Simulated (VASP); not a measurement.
# SrTiO3 (P4mm) in VASP: notebook

The runs below take SrTiO3 through single point, with PBE.

All numbers are computed with VASP 6.6.1; they aren't measurements. Logs are shortened: lines on timing, memory, paths and dates and some standing lists are left out, and cuts for length are marked.

### Step 1. The cell of the first run

The structure is tetragonal, space group P4mm (No. 99). The conventional cell has a = 3.936 Å, b = 3.936 Å, c = 3.936 Å, α = 90.00°, β = 90.00°, γ = 90.00°. Within 3.7 Å of Sr (site symmetry 4mm) lie 12 O at 2.78 Å and 8 Ti at 3.28 to 3.55 Å. Ti (site symmetry 4mm) has 6 O at 1.73 to 2.21 Å within 2.3 Å. O (site symmetry 4mm) has 2 Ti at 1.73 to 2.21 Å within 2.3 Å. O (site symmetry 2mm) has 2 Ti at 1.98 Å within 2.6 Å.

### Step 2. Single point, PBE (atom 2 (Ti) moved +0.240 Å along Cartesian [1 0 0])

Contents of INCAR:

```
PREC     = Accurate       # precision mode
ENCUT    = 520            # plane-wave cutoff, eV
EDIFF    = 1E-7           # SCF threshold, eV
ISMEAR   = 0              # smearing method
SIGMA    = 0.05           # smearing width, eV
LREAL    = False          # projectors in reciprocal space
LASPH    = True           # aspherical terms in the spheres
NELM     = 80             # most SCF steps
ALGO     = Normal         # electronic algorithm
ISIF     = 2              # what is computed and relaxed
LWAVE    = False          # write WAVECAR
LCHARG   = False          # write CHGCAR
GGA      = PE             # functional
NBANDS   = 28             # bands
```

Contents of KPOINTS:

```
Automatic mesh
0
Gamma
  8 8 8
```

Contents of POSCAR:

```
SrTiO3
1.0
    3.9364035669      0.0000000000      0.0000000000
    0.0000000000      3.9364035669      0.0000000000
    0.0000000000      0.0000000000      3.9364035669
Sr Ti O
1 1 3
Direct
    0.0000000000      0.0000000000      0.0000000000
    0.5609693584      0.5000000000      0.5000000000
    0.0000000000      0.5000000000      0.5000000000
    0.5000000000      0.0000000000      0.5000000000
    0.5000000000      0.5000000000      0.0000000000
```

Potentials or basis: VASP PAW PBE potentials, release 64 (Sr_sv, Ti_sv, O).

The run is started by

```console
> cat potpaw_PBE.64/Sr_sv/POTCAR potpaw_PBE.64/Ti_sv/POTCAR potpaw_PBE.64/O/POTCAR > POTCAR
> mpirun -np 1 vasp_std > vasp.out
```

OUTCAR:

```text
PREC = Accurate
   ENCUT = 520
   EDIFF = 1E-7
   ISMEAR = 0
   LREAL = False
   LASPH = True
   NELM = 80
   ISIF = 2
   GGA = PE

 ion  position               nearest neighbor table
   1  0.000  0.000  0.000-   3 2.78   4 2.78   5 2.78   3 2.78   4 2.78   3 2.78   5 2.78   3 2.78
                             4 2.78   5 2.78   4 2.78   5 2.78   2 3.28   2 3.28   2 3.28   2 3.28
   2  0.561  0.500  0.500-   3 1.73   4 1.98   5 1.98   5 1.98   4 1.98   3 2.21   1 3.28   1 3.28
                             1 3.28   1 3.28   1 3.55   1 3.55   1 3.55   1 3.55
   3  0.000  0.500  0.500-   2 1.73   2 2.21   1 2.78   1 2.78   1 2.78   1 2.78
   4  0.500  0.000  0.500-   2 1.98   2 1.98   1 2.78   1 2.78   1 2.78   1 2.78
   5  0.500  0.500  0.000-   2 1.98   2 1.98   1 2.78   1 2.78   1 2.78   1 2.78

  LATTYP: Found a simple cubic cell.
 ALAT       =     3.9364035669

  Lattice vectors:

 A1 = (   3.9364035669,   0.0000000000,   0.0000000000)
 A2 = (   0.0000000000,   3.9364035669,   0.0000000000)
 A3 = (   0.0000000000,   0.0000000000,   3.9364035669)

Analysis of symmetry for initial positions (statically):
=====================================================================
 Subroutine PRICEL returns:
 Original cell was already a primitive cell.

 Routine SETGRP: Setting up the symmetry group for a
 simple cubic supercell.

 Subroutine GETGRP returns: Found  8 space group operations
 (whereof  8 operations were pure point group operations)
 out of a pool of 48 trial point group operations.

The static configuration has the point symmetry C_4v.

Analysis of symmetry for dynamics (positions and initial velocities):
=====================================================================
 Subroutine PRICEL returns:
 Original cell was already a primitive cell.

 Routine SETGRP: Setting up the symmetry group for a
 simple cubic supercell.

 Subroutine GETGRP returns: Found  8 space group operations
 (whereof  8 operations were pure point group operations)
 out of a pool of 48 trial point group operations.

The dynamic configuration has the point symmetry C_4v.

 Subroutine INISYM returns: Found  8 space group operations
 (whereof  8 operations are pure point group operations),
 and found     1 'primitive' translations

----------------------------------------------------------------------------------------

                                     Primitive cell

  volume of cell :      60.9956
[... 91 lines left out ...]
   LSORBIT =      F    spin-orbit coupling
   LASPH  =      T    aspherical Exc in radial PAW
   ENCUT  =  520.0 eV  38.22 Ry    6.18 a.u.   7.32  7.32  7.32*2*pi/ulx,y,z
   NELM   =     80;   NELMIN=  2; NELMDL= -5     # of ELM steps
   EDIFF  = 0.1E-06   stopping-criterion for ELM
   LREAL  =      F    real-space projection
   EDIFFG = 0.1E-05   stopping-criterion for IOM
   NSW    =      0    number of steps for IOM
   IBRION =     -1    ionic relax: 0-MD 1-quasi-New 2-CG
   NFREE  =      0    steps in history (QN), initial steepest desc. (CG)
   ISIF   =      2    stress and relaxation
   ISYM   =      2    0-nonsym 1-usesym 2-fastsym
   POTIM  = 0.5000    time-step for ionic-motion
   TEBEG  =    0.0;   TEEND  =   0.0 temperature during run
   PSTRESS=    0.0 pullay stress
   NELECT =      40.0000    total number of electrons
   NUPDOWN=      -1.0000    fix difference up-down
   EMIN   =  10.00;   EMAX   =-10.00  energy-range for DOS
   EFERMI =   0.00;   METHOD = LEGACY
   ISMEAR =     0;   SIGMA  =   0.05  broadening in eV -4-tet -1-fermi 0-gaus
   EFERMI_NEDOS =   21; number of points for ismear=-14 and -15
   IALGO  =     38    algorithm
   IMIX   =      4    mixing-type and parameters
     AMIX     =   0.40;   BMIX     =  1.00
     AMIX_MAG =   1.60;   BMIX_MAG =  1.00
  volume/ion in A,a.u.               =      12.20        82.32
  Fermi-wavevector in a.u.,A,eV,Ry     =   1.422313  2.687782 27.524240  2.022975
  Thomas-Fermi vector in A             =   2.543030
   LORBIT       =      0    0 simple, 1 ext, 2 COOP (PROOUT), +10 PAW based schemes
   GGA     = PE    functional components
   LHFCALC =     F    Hartree Fock is set to
   AEXX    =    0.0000 exact exchange contribution
   IVDW    =     0    specifies the selected vdW correction
   LEPSILON=     F    determine dielectric tensor
   LRPA    =     F    only Hartree local field effects (RPA)
 non-spin polarized calculation
 Gauss-broadening in eV      SIGMA  =   0.05
  energy-cutoff  :      520.00
  volume of cell :       61.00
 maximum number of plane-waves:      1671
 NGX is ok and might be reduce to    30
   NGX = 15   NGY = 15   NGZ = 15

 number of electron      39.9999993 magnetization

 Free energy of the ion-electron system (eV)
  ---------------------------------------------------
  ext. energy  EPLUGINS =         0.00000000
  ---------------------------------------------------
  free energy    TOTEN  =       -39.91598440 eV

  energy without entropy =      -39.91598440  energy(sigma->0) =      -39.91598440

 E-fermi :   4.3880     XC(G=0): -11.1269

 val. band max:        4.1248929215   @ k =   0.5000   0.5000   0.5000
 cond. band min:       5.9939666348   @ k =   0.0000   0.0000   0.0000
 fundamental gap:      1.8690737133
 Fermi energy:         4.3879620606

 k-point     1 :       0.0000    0.0000    0.0000
  band No.  band energies     occupation
      1     -52.2717      2.00000
      2     -28.9726      2.00000
      3     -28.6999      2.00000
      4     -28.4945      2.00000
      5     -28.4945      2.00000
      6     -13.4036      2.00000
[... 733 lines left out ...]
     27      11.7802      0.00000
     28      12.0477      0.00000

 [... further k-points ...]
[... 5 lines left out ...]
  --------------------------------------------------------------------------------------
  -------------------------------------------------------------------------------------
  Total        4.1819231      0.5126621      0.5126621      0.0000000      0.0000000     -0.0000000
  in kB      109.8468928     13.4661339     13.4661339      0.0000000      0.0000000     -0.0000000
  external PRESSURE =      45.5930535 kB  Pullay stress =       0.0000000 kB

 VOLUME and BASIS-vectors are now :
 -----------------------------------------------------------------------------
  energy-cutoff  :      520.00
  volume of cell :       61.00
      direct lattice vectors                 reciprocal lattice vectors
     3.936403567  0.000000000  0.000000000     0.254038993  0.000000000  0.000000000
     0.000000000  3.936403567  0.000000000     0.000000000  0.254038993  0.000000000
     0.000000000  0.000000000  3.936403567     0.000000000  0.000000000  0.254038993

 POSITION                                       TOTAL-FORCE (eV/Angst)
 -----------------------------------------------------------------------------------
      0.00000      0.00000      0.00000         0.704864      0.000000     -0.000000
      2.20820      1.96820      1.96820        -2.715703      0.000000      0.000000
      0.00000      1.96820      1.96820         1.531016      0.000000     -0.000000
      1.96820      0.00000      1.96820         0.239912      0.000000     -0.000000
      1.96820      1.96820      0.00000         0.239912     -0.000000     -0.000000
 -----------------------------------------------------------------------------------
    total drift:                               -0.000133      0.000000     -0.000001

  FREE ENERGIE OF THE ION-ELECTRON SYSTEM (eV)
  ---------------------------------------------------
  free  energy   TOTEN  =       -39.9159844047 eV

  energy  without entropy=      -39.9159844047  energy(sigma->0) =      -39.91598440
```

OSZICAR:

```text
N       E                     dE             d eps       ncg     rms          rms(c)
DAV:   1     0.435013937937E+03    0.43501E+03   -0.21369E+04  4200   0.158E+03
DAV:   2    -0.288124925979E+01   -0.43790E+03   -0.41806E+03  4736   0.440E+02
DAV:   3    -0.475891932782E+02   -0.44708E+02   -0.44325E+02  5736   0.136E+02
DAV:   4    -0.497281281053E+02   -0.21389E+01   -0.21334E+01  6340   0.259E+01
DAV:   5    -0.497805051440E+02   -0.52377E-01   -0.52367E-01  5812   0.341E+00    0.272E+01
DAV:   6    -0.399847513705E+02    0.97958E+01   -0.52314E+01  6356   0.662E+01    0.143E+01
DAV:   7    -0.400299117788E+02   -0.45160E-01   -0.10092E+01  5696   0.246E+01    0.113E+01
DAV:   8    -0.399088749232E+02    0.12104E+00   -0.93234E-01  5292   0.106E+01    0.400E+00
DAV:   9    -0.399318518460E+02   -0.22977E-01   -0.21931E-01  5356   0.318E+00    0.137E+00
DAV:  10    -0.399159685555E+02    0.15883E-01   -0.64902E-02  5396   0.317E+00    0.317E-01
DAV:  11    -0.399163441952E+02   -0.37564E-03   -0.81847E-03  6048   0.882E-01    0.197E-01
DAV:  12    -0.399160797896E+02    0.26441E-03   -0.99576E-04  4924   0.347E-01    0.995E-02
DAV:  13    -0.399159769298E+02    0.10286E-03   -0.44650E-04  5736   0.232E-01    0.345E-02
DAV:  14    -0.399159856220E+02   -0.86921E-05   -0.10776E-04  5896   0.827E-02    0.232E-02
DAV:  15    -0.399159843373E+02    0.12847E-05   -0.20747E-05  5376   0.432E-02    0.412E-03
DAV:  16    -0.399159843739E+02   -0.36570E-07   -0.19150E-06  4900   0.124E-02    0.398E-03
DAV:  17    -0.399159844047E+02   -0.30833E-07   -0.23259E-07  4464   0.456E-03
   1 F= -.39915984E+02 E0= -.39915984E+02  d E =-.573321E-16
```

Wall time 1.9 min (1 thread of Intel Xeon Platinum 8375C at 2.90GHz (Ice Lake), shared host); peak memory 0.26 GiB.

What came out:

| Property | Result |
| --- | --- |
| Free energy | -39.9160 eV |
| Pressure | 4.6 GPa |
| Largest force | 2.716 eV/Å |
| Band gap on the k mesh | 1.87 eV, indirect (least direct gap 2.54 eV) |

Forces on the atoms (eV/Å):
```
Sr   0.705  0.000  0.000
Ti  -2.716  0.000  0.000
O    1.531  0.000  0.000
O    0.240  0.000  0.000
O    0.240  0.000  0.000
```

Stress tensor (GPa, compression positive):
```
10.98  0.00  0.00
 0.00  1.35  0.00
 0.00  0.00  1.35
```

Caveat: the cell differs from its parent crystal (atom 2 (Ti) moved +0.240 Å along Cartesian [1 0 0]); forces of over 1 eV/Å act on the atoms, so gaps and moduli don't describe the material at rest. A k mesh can miss the band edges.

(Part 1 of 2 ends here.)
